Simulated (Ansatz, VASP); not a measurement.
## One calculation of VAsIO2, two programs

```
CELL_PARAMETERS angstrom
5.29305 0.00000 0.00000
2.64652 -6.09967 0.00000
0.00000 0.00000 -5.17046
ATOMIC_POSITIONS crystal
I 0.73837 0.52326 0.75000
I 0.26163 0.47674 0.25000
O 0.23797 0.00000 0.00000
O 0.76203 0.00000 0.50000
O 0.76203 0.00000 0.00000
O 0.23797 0.00000 0.50000
V 0.43579 0.12843 0.75000
V 0.56421 0.87157 0.25000
As 0.08069 0.83862 0.75000
As 0.91931 0.16138 0.25000
```

Alike in both runs: functional r2SCAN; k mesh 5 × 5 × 4; no spin polarisation.

Ansatz relaxed the structure, and its values are those at the end. VASP's run is a single point on that final structure, the one shown.

```csv
,VASP,Ansatz
version,VASP 6.6.1,Ansatz 0.2.0
potentials or method,"VASP PAW PBE potentials, release 64 (I, O, V_sv, As), cutoff 520 eV",PAW plane waves
occupations,"methfessel-paxton of order 1, width 0.0174 eV","cold, width 0.0174 eV"
valence electrons in the cell,74,114
```

```tsv
	VASP	Ansatz	Ansatz less VASP
pressure (GPa)	-1.6	-2.0	-0.37
rms of the force components (eV/Å)	0.022	0.002	-0.0206
```

VASP's potentials were made for PBE, not for r2SCAN. VASP's potentials hold 74 valence electrons a cell and Ansatz's 114, so a difference there can come from the potentials and not from the codes. Ansatz's warnings: stress scf threshold loose.

Spin-orbit coupling is off throughout.
